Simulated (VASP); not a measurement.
Set up this calculation in VASP 6.6.1, as the native input.

```yaml
Task: electric field gradients
Functional: r2SCAN
Potentials_or_basis: VASP PAW PBE potentials, release 64 (Be, H, O)
Cutoff: 520 eV
k_mesh: 5 × 5 × 3
Occupations: fermi-dirac, width 0.02 eV
Spin: no spin polarisation
Dipole_correction: no
Further_INCAR_settings: LREAL = Auto; ALGO = Normal; EDIFF = 1e-08; NBANDS = 48
```

BeH2O2:

```xyz
20
Lattice="4.5032 0.0000 0.0000 0.0000 4.5945 0.0000 0.0000 0.0000 6.9912" Properties=species:S:1:pos:R:3 pbc="T T T"
Be    0.1643    3.2170    4.3769
Be    2.0873    1.3774    0.8813
Be    2.4159    3.6746    2.6143
Be    4.3389    0.9198    6.1099
H     1.2280    0.4281    3.9758
H     1.0236    4.1664    0.4802
H     3.4796    1.8691    3.0154
H     3.2752    2.7253    6.5110
H     1.5903    1.9505    5.4667
H     0.6613    2.6439    1.9711
H     3.8419    0.3467    1.5245
H     2.9129    4.2477    5.0200
O     0.8216    0.5067    0.3461
O     1.4300    4.0878    3.8416
O     3.0732    1.7905    6.6451
O     3.6816    2.8039    3.1495
O     0.7012    1.8747    5.0944
O     1.5504    2.7197    1.5988
O     2.9528    0.4225    1.8968
O     3.8020    4.1719    5.3923
```

The input as run:

POSCAR

```
BeH2O2
1.0
    4.5031722376      0.0000000000      0.0000000000
    0.0000000000      4.5944554404      0.0000000000
    0.0000000000      0.0000000000      6.9911609928
Be H O
4 8 8
Direct
    0.0364798067      0.7002019792      0.6260597783
    0.4635201933      0.2997980208      0.1260597783
    0.5364798067      0.7997980208      0.3739402217
    0.9635201933      0.2002019792      0.8739402217
    0.2726927173      0.0931750884      0.5686851651
    0.2273072827      0.9068249116      0.0686851651
    0.7726927173      0.4068249116      0.4313148349
    0.7273072827      0.5931750884      0.9313148349
    0.3531494969      0.4245371716      0.7819456212
    0.1468505031      0.5754628284      0.2819456212
    0.8531494969      0.0754628284      0.2180543788
    0.6468505031      0.9245371716      0.7180543788
    0.1824436033      0.1102862825      0.0495002097
    0.3175563967      0.8897137175      0.5495002097
    0.6824436033      0.3897137175      0.9504997903
    0.8175563967      0.6102862825      0.4504997903
    0.1557047981      0.4080398226      0.7286911842
    0.3442952019      0.5919601774      0.2286911842
    0.6557047981      0.0919601774      0.2713088158
    0.8442952019      0.9080398226      0.7713088158
```

INCAR.step1

```
SYSTEM = BeH2O2
PREC = Accurate ; ENCUT = 520
ISMEAR = -1 ; SIGMA = 0.02
LREAL = Auto ; LASPH = .True.
NELM = 80 ; NBANDS = 48
GGA = PE ; ALGO = Normal
EDIFF = 1E-4 ; LWAVE = .True.
LCHARG = .False.
```

INCAR.step2

```
SYSTEM = BeH2O2
PREC = Accurate ; ENCUT = 520
EDIFF = 1E-8 ; ISMEAR = -1
SIGMA = 0.02 ; LREAL = Auto
LASPH = .True. ; NELM = 80
ALGO = Normal ; ISIF = 2
LWAVE = .False. ; LCHARG = .False.
METAGGA = R2SCAN ; LMIXTAU = .True.
LEFG = .True. ; NBANDS = 48
ISTART = 1
```

KPOINTS

```
Automatic mesh
0
Gamma
  5 5 3
  0 0 0
```

Potentials or basis: VASP PAW PBE potentials, release 64 (Be, H, O).

The run is started by

```bash
$ cat potpaw_PBE.64/Be/POTCAR potpaw_PBE.64/H/POTCAR potpaw_PBE.64/O/POTCAR > POTCAR
$ cp INCAR.step1 INCAR
$ mpirun -np 1 vasp_std > vasp.out
$ cp INCAR.step2 INCAR
$ mpirun -np 1 vasp_std > vasp.out
```

Results of the run:

```json
{"Pressure": "2.3 GPa", "Largest force": "0.475 eV/Å", "Band gap on the k mesh": "6.20 eV", "Largest electric field gradient by atom": "Be +1.0; H +40.1, +39.6 (each value once); O +105.9, +105.2 (each value once) V/Å²"}
```

Caveat: without QUAD_EFG the Cq values of the log hold for a quadrupole moment of 1 mb, not for the nuclei; the PAW data sets were made with another functional, which shifts forces and pressure a little.

Wall time 5.8 min on 1 thread of AMD EPYC 9R45 96-Core Processor (Zen 5) (shared host), peak memory 0.28 GiB.
